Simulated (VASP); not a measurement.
Write the native input for VASP 6.6.1 that does the following.

```yaml
Task: single point
Functional: PBE
Potentials_or_basis: VASP PAW PBE potentials, release 64 (F, Li_sv)
Cutoff: 520 eV
k_mesh: 11 × 11 × 11
Occupations: fermi-dirac, width 0.05 eV
Spin: no spin polarisation
Dipole_correction: no
Further_INCAR_settings: ALGO = Normal; EDIFF = 1e-06; NBANDS = 12
```

The structure of LiF (Griceite) lies in POSCAR:

```
LiF
1.0
    0.0000000000      2.0140000000      2.0140000000
    2.0140000000      0.0000000000      2.0140000000
    2.0140000000      2.0140000000      0.0000000000
F Li
1 1
Direct
    0.5146860000      0.4798640000      0.5202120000
    0.0101770000     -0.0006530000      0.0105960000
```

This cell differs from its parent crystal: atoms moved at random.

One way to write it, as run:

INCAR

```
ALGO = Normal
EDIFF = 1E-6
ENCUT = 520
GGA = PE
ISIF = 2
ISMEAR = -1
LASPH = True
LCHARG = False
LREAL = False
LWAVE = False
NBANDS = 12
NELM = 100
PREC = Accurate
SIGMA = 0.05
```

KPOINTS

```
k-points
0
Gamma
  11 11 11
```

Potentials or basis: VASP PAW PBE potentials, release 64 (F, Li_sv).

The run is started by

```console
$ cat potpaw_PBE.64/F/POTCAR potpaw_PBE.64/Li_sv/POTCAR > POTCAR
$ mpirun -np 1 vasp_std > vasp.out
```

It gave:

```json
{
  "Largest force": "0.077 eV/Å",
  "Band gap on the k mesh": "9.08 eV, direct"
}
```

Caveat: the cell differs from its parent crystal (atoms moved at random).

It took 35 s on 1 thread of Intel(R) Xeon(R) 6975P-C (Granite Rapids) (shared host), peak memory 0.23 GiB.
